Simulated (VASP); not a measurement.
Input of a VASP 6.6.1 run:

Contents of INCAR:

```
SYSTEM = La2TaO2
ALGO     = Normal         ! electronic algorithm
EDIFF    = 1E-6           ! SCF threshold, eV
ENCUT    = 520            ! plane-wave cutoff, eV
GGA      = PE             ! functional
ISIF     = 2              ! what is computed and relaxed
ISMEAR   = 0              ! smearing method
ISPIN    = 2              ! spin polarisation
LASPH    = .TRUE.         ! aspherical terms in the spheres
LCHARG   = .TRUE.         ! write CHGCAR
LELF     = .TRUE.         ! ELF
LMAXMIX  = 6              ! l up to which the mixer works
LORBIT   = 11             ! projections on sites
LREAL    = .FALSE.        ! projectors in reciprocal space
LVHAR    = .TRUE.       
LWAVE    = .FALSE.        ! write WAVECAR
MAGMOM   = 0 0 1 0 0      ! initial moments
NBANDS   = 34             ! bands
NELM     = 150            ! most SCF steps
PREC     = Accurate       ! precision mode
SIGMA    = 0.1            ! smearing width, eV
```

The input KPOINTS:

```
k-points
0
G
  6 6 4
  0 0 0
```

The input POSCAR:

```
La2TaO2
1.0
    6.5906780097      0.0000000000      0.0000000000
   -3.2953390048      5.7076945845      0.0000000000
    0.0000000000      0.0000000000      4.2690001229
La Ta O
2 1 2
Direct
    0.3333333333      0.6666666667      0.0000000000
    0.6666666667      0.3333333333      0.0000000000
    0.0000000000      0.0000000000      0.0000000000
    0.3333333333      0.6666666667      0.5000000000
    0.6666666667      0.3333333333      0.5000000000
```

Potentials or basis: VASP PAW PBE potentials, release 64 (La, Ta_pv, O).

Command:

```sh
$ cat potpaw_PBE.64/La/POTCAR potpaw_PBE.64/Ta_pv/POTCAR potpaw_PBE.64/O/POTCAR > POTCAR
$ mpirun -np 1 vasp_std > vasp.out
```

**Question.** Predict the net moment.

**Answer.** 3.87 μB per cell.

**Question.** What does it give for the site moments?

**Answer.** La +0.06; Ta +2.14; O +0.02 μB.

**Question.** Estimate the pressure.

**Answer.** 0.0 GPa.

Stress tensor (GPa, compression positive):
```
 0.14  0.00  0.00
 0.00  0.14  0.00
 0.00  0.00 -0.19
```

Caveat: the k points lie up to 0.37 Å⁻¹ apart.
